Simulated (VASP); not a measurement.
# P (Fm-3m) in VASP: single point with PBEsol

Aim: the single point of P with PBEsol.

Program: VASP 6.6.1. These are calculated values, not measurements. Logs are shortened: lines on timing, memory, paths and dates and some standing lists are left out, and cuts for length are marked.

## (1) The cell of the first run

Symmetry: Fm-3m, No. 225, cubic system. Conventional cell: a = 3.819 Å, b = 3.819 Å, c = 3.819 Å, α = 90.00°, β = 90.00°, γ = 90.00°. Within 3.6 Å of P (site symmetry m-3m) lie 12 P at 2.70 Å.

This isn't the form of P at room conditions, which is orthorhombic.

## (2) Single point, PBEsol

File POSCAR:

```
P
1.0
    0.0000000000      1.9096963284      1.9096963284
    1.9096963284      0.0000000000      1.9096963284
    1.9096963284      1.9096963284      0.0000000000
P
1
Direct
    0.0000000000      0.0000000000      0.0000000000
```

File INCAR.step1:

```
SYSTEM = P
  PREC = Accurate
  ENCUT = 520
  EDIFF = 1E-7
  ISMEAR = -1
  SIGMA = 0.1
  LREAL = .False.
  LASPH = .True.
  NELM = 100
  ALGO = Normal
  ISIF = 2
  LWAVE = .False.
  LCHARG = .True.
  GGA = PS
  NBANDS = 8
```

File KPOINTS.step1:

```
regular mesh
0
Gamma
  17 17 17
  0 0 0
```

File INCAR.step2:

```
SYSTEM = P
  PREC = Accurate
  ENCUT = 520
  EDIFF = 1E-7
  ISMEAR = -5
  SIGMA = 0.1
  LREAL = .False.
  LASPH = .True.
  NELM = 100
  ALGO = Normal
  ISIF = 2
  LWAVE = .False.
  LCHARG = .False.
  GGA = PS
  LORBIT = 11
  NBANDS = 8
  NEDOS = 1001
  ICHARG = 11
```

File KPOINTS.step2:

```
regular mesh
0
Gamma
  26 26 26
  0 0 0
```

Potentials or basis: VASP PAW PBE potentials, release 64 (P).

The run is started by

```bash
$ cat potpaw_PBE.64/P/POTCAR > POTCAR
$ cp INCAR.step1 INCAR
$ cp KPOINTS.step1 KPOINTS
$ mpirun -np 1 vasp_std > vasp.out
$ cp INCAR.step2 INCAR
$ cp KPOINTS.step2 KPOINTS
$ mpirun -np 1 vasp_std > vasp.out
```

OUTCAR:

```text
SYSTEM = P
   PREC = Accurate
   ENCUT = 520
   EDIFF = 1E-7
   ISMEAR = -5
   LREAL = .False.
   LASPH = .True.
   NELM = 100
   ISIF = 2
   GGA = PS
   LORBIT = 11
   ICHARG = 11

 ion  position               nearest neighbor table
   1  0.000  0.000  0.000-

  LATTYP: Found a face centered cubic cell.
 ALAT       =     3.8193926568

  Lattice vectors:

 A1 = (   0.0000000000,   1.9096963284,   1.9096963284)
 A2 = (   1.9096963284,   0.0000000000,   1.9096963284)
 A3 = (   1.9096963284,   1.9096963284,   0.0000000000)

Analysis of symmetry for initial positions (statically):
=====================================================================
 Subroutine PRICEL returns:
 Original cell was already a primitive cell.

 Routine SETGRP: Setting up the symmetry group for a
 face centered cubic supercell.

 Subroutine GETGRP returns: Found 48 space group operations
 (whereof 48 operations were pure point group operations)
 out of a pool of 48 trial point group operations.

The static configuration has the point symmetry O_h .

Analysis of symmetry for dynamics (positions and initial velocities):
=====================================================================
 Subroutine PRICEL returns:
 Original cell was already a primitive cell.

 Routine SETGRP: Setting up the symmetry group for a
 face centered cubic supercell.

 Subroutine GETGRP returns: Found 48 space group operations
 (whereof 48 operations were pure point group operations)
 out of a pool of 48 trial point group operations.

The dynamic configuration has the point symmetry O_h .

 Subroutine INISYM returns: Found 48 space group operations
 (whereof 48 operations are pure point group operations),
 and found     1 'primitive' translations

----------------------------------------------------------------------------------------

                                     Primitive cell

  volume of cell :      13.9291

  direct lattice vectors                    reciprocal lattice vectors
     0.000000000  1.909696328  1.909696328    -0.261821732  0.261821732  0.261821732
     1.909696328  0.000000000  1.909696328     0.261821732 -0.261821732  0.261821732
     1.909696328  1.909696328  0.000000000     0.261821732  0.261821732 -0.261821732

  length of vectors
     2.700718448  2.700718448  2.700718448     0.453488542  0.453488542  0.453488542

  position of ions in fractional coordinates (direct lattice)
     0.000000000  0.000000000  0.000000000

  ion indices of the primitive-cell ions
   primitive index   ion index
                 1           1

----------------------------------------------------------------------------------------

 KPOINTS: regular mesh

Automatic generation of k-mesh.
 Grid dimensions read from file:
 generate k-points for:   26   26   26

 Generating k-lattice:

  Cartesian coordinates                     Fractional coordinates (reciprocal lattice)
    -0.010070067  0.010070067  0.010070067     0.038461538  0.000000000  0.000000000
     0.010070067 -0.010070067  0.010070067     0.000000000  0.038461538  0.000000000
     0.010070067  0.010070067 -0.010070067     0.000000000  0.000000000  0.038461538

  Length of vectors
     0.017441867  0.017441867  0.017441867

  Shift w.r.t. Gamma in fractional coordinates (k-lattice)
     0.000000000  0.000000000  0.000000000

 TETIRR: Found   2360 inequivalent tetrahedra from   105456

 Subroutine IBZKPT returns following result:
 ===========================================

 Found    511 irreducible k-points:

 Following reciprocal coordinates:
            Coordinates               Weight
  0.000000  0.000000  0.000000      1.000000
  0.038462  0.000000  0.000000      8.000000
  0.076923  0.000000  0.000000      8.000000
  0.115385  0.000000  0.000000      8.000000
  0.153846  0.000000  0.000000      8.000000
  0.192308  0.000000  0.000000      8.000000
[... 16 lines left out ...]
  0.346154  0.038462  0.000000     24.000000
  0.384615  0.038462  0.000000     24.000000
 [... further k-points ...]
   k-points           NKPTS =    511   k-points in BZ     NKDIM =    511   number of bands    NBANDS=      8
   number of dos      NEDOS =   1001   number of ions     NIONS =      1
   total plane-waves  NPLWV =   8000
   dimension x,y,z NGX =    20 NGY =   20 NGZ =   20
   dimension x,y,z NGXF=    40 NGYF=   40 NGZF=   40
   ions per type =               1
   NGX,Y,Z   is equivalent  to a cutoff of  12.31, 12.31, 12.31 a.u.
   NGXF,Y,Z  is equivalent  to a cutoff of  24.62, 24.62, 24.62 a.u.
 SYSTEM =  P
   PREC   = accura    normal or accurate (medium, high low for compatibility)
   ISTART =      0    job   : 0-new  1-cont  2-samecut
   ICHARG =     11    charge: 1-file 2-atom 10-const
   ISPIN  =      1    spin polarized calculation?
   LNONCOLLINEAR =      F non collinear calculations
   LSORBIT =      F    spin-orbit coupling
   LASPH  =      T    aspherical Exc in radial PAW
   ENCUT  =  520.0 eV  38.22 Ry    6.18 a.u.   5.02  5.02  5.02*2*pi/ulx,y,z
   NELM   =    100;   NELMIN=  2; NELMDL=  0     # of ELM steps
   EDIFF  = 0.1E-06   stopping-criterion for ELM
   LREAL  =      F    real-space projection
   EDIFFG = 0.1E-05   stopping-criterion for IOM
   NSW    =      0    number of steps for IOM
   IBRION =     -1    ionic relax: 0-MD 1-quasi-New 2-CG
   NFREE  =      0    steps in history (QN), initial steepest desc. (CG)
   ISIF   =      2    stress and relaxation
   ISYM   =      2    0-nonsym 1-usesym 2-fastsym
   POTIM  = 0.5000    time-step for ionic-motion
   TEBEG  =    0.0;   TEEND  =   0.0 temperature during run
   PSTRESS=    0.0 pullay stress
   NELECT =       5.0000    total number of electrons
   NUPDOWN=      -1.0000    fix difference up-down
   EMIN   =  10.00;   EMAX   =-10.00  energy-range for DOS
   EFERMI =   0.00;   METHOD = LEGACY
   ISMEAR =    -5;   SIGMA  =   0.10  broadening in eV -4-tet -1-fermi 0-gaus
   EFERMI_NEDOS =   21; number of points for ismear=-14 and -15
   IALGO  =     38    algorithm
   IMIX   =      4    mixing-type and parameters
     AMIX     =   0.40;   BMIX     =  1.00
     AMIX_MAG =   1.60;   BMIX_MAG =  1.00
  volume/ion in A,a.u.               =      13.93        94.00
  Fermi-wavevector in a.u.,A,eV,Ry     =   1.163475  2.198650 18.417865  1.353675
  Thomas-Fermi vector in A             =   2.300025
   LORBIT       =     11    0 simple, 1 ext, 2 COOP (PROOUT), +10 PAW based schemes
   GGA     = PS    functional components
   LHFCALC =     F    Hartree Fock is set to
   AEXX    =    0.0000 exact exchange contribution
   IVDW    =     0    specifies the selected vdW correction
   LEPSILON=     F    determine dielectric tensor
   LRPA    =     F    only Hartree local field effects (RPA)
 non-spin polarized calculation
 Fermi weights with tetrahedron method with Bloechl corrections
  energy-cutoff  :      520.00
  volume of cell :       13.93
 maximum number of plane-waves:       388

 number of electron       4.9999999 magnetization

 Free energy of the ion-electron system (eV)
  ---------------------------------------------------
  ext. energy  EPLUGINS =         0.00000000
  ---------------------------------------------------
  free energy    TOTEN  =        -5.05055568 eV

  energy without entropy =       -5.05055568  energy(sigma->0) =       -5.05055568

 E-fermi :  10.3703     XC(G=0): -11.7353

 val. band max:       10.3420590558   @ k =  -0.2308   0.3846   0.1538
 cond. band min:      10.2077256219   @ k =  -0.1923   0.1923   0.0000
 fundamental gap:     -0.1343334339
 Fermi energy:        10.3702736248

 k-point     1 :       0.0000    0.0000    0.0000
  band No.  band energies     occupation
      1      -6.4351      2.00000
      2      17.5676      0.00000
      3      17.5676      0.00000
      4      17.5676      0.00000
      5      21.9116      0.00000
      6      21.9116      0.00000
      7      21.9116      0.00000
      8      28.3019      0.00000

 k-point     2 :       0.0385    0.0000    0.0000
  band No.  band energies     occupation
      1      -6.3923      2.00000
      2      17.1568      0.00000
      3      17.4933      0.00000
      4      17.4933      0.00000
      5      21.9809      0.00000
      6      22.0318      0.00000
      7      22.0318      0.00000
      8      28.2399      0.00000

 k-point     3 :       0.0769    0.0000    0.0000
  band No.  band energies     occupation
      1      -6.2639      2.00000
      2      16.1242      0.00000
      3      17.2964      0.00000
      4      17.2964      0.00000
      5      22.0745      0.00000
      6      22.3549      0.00000
      7      22.3549      0.00000
      8      27.7938      0.00000

 k-point     4 :       0.1154    0.0000    0.0000
  band No.  band energies     occupation
      1      -6.0502      2.00000
      2      14.7738      0.00000
      3      17.0307      0.00000
      4      17.0307      0.00000
      5      22.0817      0.00000
      6      22.7828      0.00000
      7      22.7828      0.00000
      8      27.2697      0.00000

 k-point     5 :       0.1538    0.0000    0.0000
  band No.  band energies     occupation
      1      -5.7517      2.00000
      2      13.2877      0.00000
      3      16.7438      0.00000
      4      16.7438      0.00000
      5      22.0077      0.00000
      6      23.1619      0.00000
      7      23.1619      0.00000
      8      26.8860      0.00000
[... 177 lines left out ...]
 k-point    22 :       0.3077    0.0385    0.0000
  band No.  band energies     occupation
      1      -3.9095      2.00000
      2       7.8044      2.00000
      3      15.3837      0.00000
      4      15.9995      0.00000
      5      21.4698      0.00000
      6      22.1421      0.00000
      7      22.9066      0.00000
      8      27.7036      0.00000

 k-point    23 :       0.3462    0.0385    0.0000
  band No.  band energies     occupation
      1      -3.2330      2.00000
      2       6.4050      2.00000
      3      15.2772      0.00000
      4      15.7844      0.00000
      5      21.2172      0.00000
      6      21.9193      0.00000
      7      22.4262      0.00000
      8      28.0582      0.00000

 k-point    24 :       0.3846    0.0385    0.0000
  band No.  band energies     occupation
      1      -2.4873      2.00000
      2       5.0797      2.00000
      3      15.2213      0.00000
      4      15.5922      0.00000
      5      20.9625      0.00000
      6      21.7974      0.00000
      7      21.9876      0.00000
      8      27.7001      0.00000

 [... further k-points ...]
[... 5 lines left out ...]
  --------------------------------------------------------------------------------------
  -------------------------------------------------------------------------------------
  Total        0.0694254      0.0694254      0.0694254      0.0000000      0.0000000      0.0000000
  in kB        7.9855698      7.9855698      7.9855698      0.0000000      0.0000000      0.0000000
  external PRESSURE =       7.9855698 kB  Pullay stress =       0.0000000 kB

 VOLUME and BASIS-vectors are now :
 -----------------------------------------------------------------------------
  energy-cutoff  :      520.00
  volume of cell :       13.93
      direct lattice vectors                 reciprocal lattice vectors
     0.000000000  1.909696328  1.909696328    -0.261821732  0.261821732  0.261821732
     1.909696328  0.000000000  1.909696328     0.261821732 -0.261821732  0.261821732
     1.909696328  1.909696328  0.000000000     0.261821732  0.261821732 -0.261821732

 POSITION                                       TOTAL-FORCE (eV/Angst)
 -----------------------------------------------------------------------------------
      0.00000      0.00000      0.00000         0.000000      0.000000      0.000000
 -----------------------------------------------------------------------------------
    total drift:                                0.000000      0.000000     -0.000000

  FREE ENERGIE OF THE ION-ELECTRON SYSTEM (eV)
  ---------------------------------------------------
  free  energy   TOTEN  =        -5.0505556789 eV

  energy  without entropy=       -5.0505556789  energy(sigma->0) =       -5.05055568

 total charge

# of ion       s       p       d       tot
------------------------------------------
    1        1.160   1.154   0.000   2.315
```

Run time: 66 s. Hardware: 1 thread of Intel Xeon 8259CL, shared host; peak memory 0.16 GiB.

What came out:

- Valence electrons inside the program's atomic spheres: P 2.31

Levels at points of the mesh, in eV from the Fermi level:
| k point | band 1 | band 2 | band 3 | band 4 | band 5 |
| --- | --- | --- | --- | --- | --- |
| (0.00, 0.00, 0.00) | -16.81 | 7.20 | 7.20 | 7.20 | 11.54 |
| (0.50, 0.00, 0.00) | -10.65 | -8.42 | 5.10 | 5.10 | 10.55 |
| (0.50, 0.50, 0.00) | -7.85 | -7.02 | 0.72 | 0.72 | 4.22 |

Caveat: the PAW data sets were made with another functional, which shifts forces and pressure a little; tetrahedron occupations give inexact forces and stress in metals.
